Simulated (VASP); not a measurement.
Runs of VASP 6.6.1 on SnS2. The structure is that of space group P-3m1 (No. 164), or close to it. The cells are those of the table. 

```csv
level,potentials or basis,cell,k mesh,smearing,gap on the mesh (eV),pressure (GPa),largest force (eV/Å)
RPBE,"VASP PAW PBE potentials, release 64 (Sn_d, S)","a = 3.674, b = 3.674, c = 6.229 Å, angles 90.0, 90.0, 120.0°, 3 atoms",3 × 2 × 4,gaussian 0.1 eV,1.76,(b),0.36
PBE,"VASP PAW PBE potentials, release 64 (Sn_d, S)","a = 3.674, b = 3.674, c = 6.229 Å, angles 90.0, 90.0, 120.0°, 3 atoms","3 × 3 × 1, shifted",gaussian 0.01 eV,2.05,1.7,0.28
LDA,"VASP PAW LDA potentials, release 64 (Sn_d, S)","a = 3.674, b = 3.674, c = 6.229 Å, angles 90.0, 90.0, 120.0°, 3 atoms",6 × 6 × 4,gaussian 0.1 eV,(c),-2.2,0.07
PBE,"VASP PAW PBE potentials, release 64 (Sn_d, S)","a = 3.723, b = 3.723, c = 6.311 Å, angles 90.0, 90.0, 120.0°, 3 atoms",6 × 6 × 4,gaussian 0.1 eV,1.51,(a),0.13
```

Alike in all rows: task single point; no spin polarisation; cutoff (eV) 500.

Task: Estimate the missing entries.

Result: (a) -0.7; (b) 5.7; (c) 1.44.

Caveats: some runs use coarse meshes; spin-orbit coupling is left out, which moves the levels of the heavy elements; this functional lacks dispersion, which binds layers or chains, so the pressure and a relaxed spacing across them are unreliable (at least some runs); the PAW data sets were made with another functional, which shifts forces and pressure a little (at least some runs); a shifted mesh leaves out Γ, where band edges can lie (at least some runs).

A k mesh can miss the band edges, and the runs leave out spin-orbit coupling on Sn.
